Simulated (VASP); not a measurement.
In:

```
In
1.0
     2.68032    0.00000    0.00000
     0.00000    2.75429    0.00000
     0.00000    0.00000    3.47389
In
1
Direct
  0.50000 0.00000 0.50000
```

```yaml
Program: VASP 6.6.1
Task: relaxation of cell and atoms
Functional: PBE
Potentials_or_basis: VASP PAW PBE potentials, release 64 (In_d)
Cutoff: 600 eV
k_mesh: 6 × 6 × 6
Occupations: gaussian, width 0.1 eV
Spin: no spin polarisation
```

At the start: pressure 13.8 GPa; volume 25.65 Å³/atom.

How do energy, volume and symmetry change on relaxing?

Over 31 steps the energy falls by 338.5 meV/atom and the volume is 30.35 Å³/atom (+18.4 %); space group P4/mmm (No. 123, to 0.05 Å).

The path:
```
step  energy change (eV)  largest force (eV/Å)  pressure (GPa)  volume (Å³)
   1              0.0000                0.0000           13.76        25.65
   2             -0.2901                0.0000           -2.57        34.39
   3             -0.3113                0.0000           -0.38        31.30
   4             -0.3124                0.0000           -1.20        32.01
   5             -0.3126                0.0000           -0.90        31.79
   6             -0.3225                0.0000           -0.55        31.08
   7             -0.3272                0.0000           -0.09        30.46
   8             -0.3197                0.0000            1.12        29.21
   9             -0.3278                0.0000            0.06        30.21
  10             -0.3324                0.0000            0.71        29.80
  11             -0.3324                0.0000            0.47        29.83
  12             -0.3341                0.0000           -0.01        30.26
  13             -0.3342                0.0000            0.07        30.33
  14             -0.3343                0.0000           -0.05        30.46
  15             -0.3343                0.0000           -0.29        30.72
  16             -0.3344                0.0000           -0.02        30.53
  17             -0.3344                0.0000           -0.16        30.62
  18             -0.3355                0.0000           -0.11        30.70
  19             -0.3314                0.0000           -0.10        30.90
  20             -0.3360                0.0000           -0.25        30.73
  21             -0.3361                0.0000           -0.33        30.78
  22             -0.3362                0.0000           -0.32        30.77
  23             -0.3368                0.0000           -0.29        30.72
  24             -0.3370                0.0000           -0.22        30.69
  25             -0.3377                0.0000           -0.19        30.62
  26             -0.3382                0.0000           -0.15        30.54
  27             -0.3384                0.0000           -0.05        30.39
  28             -0.3384                0.0000           -0.20        30.45
  29             -0.3384                0.0000           -0.13        30.44
  30             -0.3384                0.0000           -0.18        30.44
  31             -0.3385                0.0000           -0.02        30.35
```

Final structure:
```
In
1.0
     3.22578    0.00000    0.00000
     0.00000    2.90883    0.00000
     0.00000    0.00000    3.23486
In
1
Direct
  0.50000 0.00000 0.50000
```

Caveat: the k points lie up to 0.36 Å⁻¹ apart in the final cell; the volume moved by over 15 % at a fixed basis, so the end points are rough.
